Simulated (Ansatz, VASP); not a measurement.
# One calculation of GaN, two programs

File INCAR:

```
PREC = Accurate ; ENCUT = 600
EDIFF = 1E-6 ; ISMEAR = 0
SIGMA = 0.01 ; LREAL = False
LASPH = True ; NELM = 120
ALGO = Normal ; ISIF = 2
LWAVE = False ; LCHARG = False
GGA = PE ; NBANDS = 16
GGA_COMPAT = False
```

The input KPOINTS:

```
regular mesh
0
Gamma
  8 8 8
```

The input POSCAR:

```
GaN
1.0
    3.1869310000      0.0000000000      0.0000000000
    1.5934655000      2.7599632061      0.0000000000
    1.5934655000      0.9199877354      2.6021182652
Ga N
1 1
Direct
    0.0000000000      0.0000000000      0.0000000000
    0.7500000000      0.7500000000      0.7500000000
```

Input for Ansatz:

```yaml
crystal:
  lattice:
    a: 3.186931
    b: 3.186931
    c: 3.186931
    alpha: 60.0
    beta: 60.0
    gamma: 60.0
  atoms:
    - { symbol: Ga, position: [0.0, 0.0, 0.0] }
    - { symbol: "N", position: [0.75, 0.75, 0.75] }
kpoints:
  mp_grid:
    grid: [8, 8, 8]
    shift: [0.0, 0.0, 0.0]
hamiltonian:
  xc: pbe
  pseudopotentials:
    kind: paw
scf:
  occupations:
    method: fixed
output:
  forces: true
  stress: true
  eigenvalues: true
```

Alike in both runs: task single point; functional PBE; k mesh 8 × 8 × 8; no spin polarisation.

|  | VASP | Ansatz |
| --- | --- | --- |
| version | VASP 6.6.1 | Ansatz 0.2.0 |
| potentials or method | VASP PAW PBE potentials, release 64 (Ga_d, N) | plane waves, PAW |
| plane-wave cutoff (eV) | 600 | 420 |
| occupations | gaussian, width 0.01 eV | fixed |
| valence electrons in the cell | 18 | 18 |

|  | VASP | Ansatz | Ansatz less VASP |
| --- | --- | --- | --- |
| gap on the k mesh at the Fermi level (eV) | 1.72 | 1.72 | -0.007 |
| pressure (GPa) | 4.9 | 5.0 | +0.09 |
